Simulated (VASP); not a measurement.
Sn:

```
Sn
1.0
     0.00000    3.23334    3.23334
     3.23334    0.00000    3.23334
     3.23334    3.23334    0.00000
Sn
2
Cartesian
  4.8500 4.8500 4.8500
  3.2333 3.2333 3.2333
```

```yaml
Program: VASP 6.6.1
Task: relaxation of cell and atoms
Functional: PBE
Potentials_or_basis: VASP PAW PBE potentials, release 64 (Sn_d)
Cutoff: 600 eV
k_mesh: 7 × 7 × 7
Occupations: fermi-dirac, width 0.05 eV
Spin: no spin polarisation
```

At the start: pressure 3.8 GPa; volume 33.80 Å³/atom.

Question: How do energy, volume and symmetry change on relaxing?

Answer: Over 3 steps the energy falls by 33.0 meV/atom and the volume is 36.83 Å³/atom (+9.0 %); space group Fd-3m (No. 227, to 0.05 Å).

Step by step:
```tsv
step	energy change (eV)	largest force (eV/Å)	pressure (GPa)	volume (Å³)
1	0.0000	0.0000	3.80	67.61
2	-0.0600	0.0000	-0.91	75.76
3	-0.0660	0.0000	-0.01	73.66
```

Final structure:
```
Sn
1.0
     0.00000    3.32711    3.32711
     3.32711    0.00000    3.32711
     3.32711    3.32711    0.00000
Sn
2
Direct
  0.75000 0.75000 0.75000
  0.50000 0.50000 0.50000
```
